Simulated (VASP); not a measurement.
Set up this calculation in VASP 6.6.1, as the native input.

* Task: single point
* Functional: PBE
* Potentials or basis: VASP PAW PBE potentials, release 64 (Cs_sv)
* Cutoff: 520 eV
* k mesh: 12 × 12 × 12
* Occupations: gaussian, width 0.15 eV
* Spin: no spin polarisation
* Dipole correction: no
* Further INCAR settings: ALGO = Fast; EDIFF = 1e-07; NBANDS = 10

The structure of Cs lies in POSCAR:

```
Cs
1.0
   -3.0225000000      3.0225000000      2.7807000000
    3.0225000000     -3.0225000000      2.7807000000
    3.0225000000      3.0225000000     -2.7807000000
Cs
1
Direct
    0.0000000000      0.0000000000      0.0000000000
```

This cell differs from its parent crystal: strain +0.000 along x and y, -0.080 along z.

These files were run (other wordings do the same):

INCAR

```
  PREC = Accurate
  ENCUT = 520
  EDIFF = 1E-7
  ISMEAR = 0
  SIGMA = 0.15
  LREAL = False
  LASPH = True
  NELM = 100
  ALGO = Fast
  ISIF = 2
  LWAVE = False
  LCHARG = False
  GGA = PE
  NBANDS = 10
```

KPOINTS

```
regular mesh
0
Gamma
  12 12 12
```

Potentials or basis: VASP PAW PBE potentials, release 64 (Cs_sv).

The run is started by

```bash
$ cat potpaw_PBE.64/Cs_sv/POTCAR > POTCAR
$ mpirun -np 1 vasp_std > vasp.out
```

Results of the run:

```yaml
Pressure: 0.3 GPa
```

Caveat: the cell differs from its parent crystal (strain +0.000 along x and y, -0.080 along z).

Wall time 4.1 min on 1 thread of AMD EPYC 7R43 64-Core Processor (Zen 3), with other jobs on the host, peak memory 0.3 GiB.
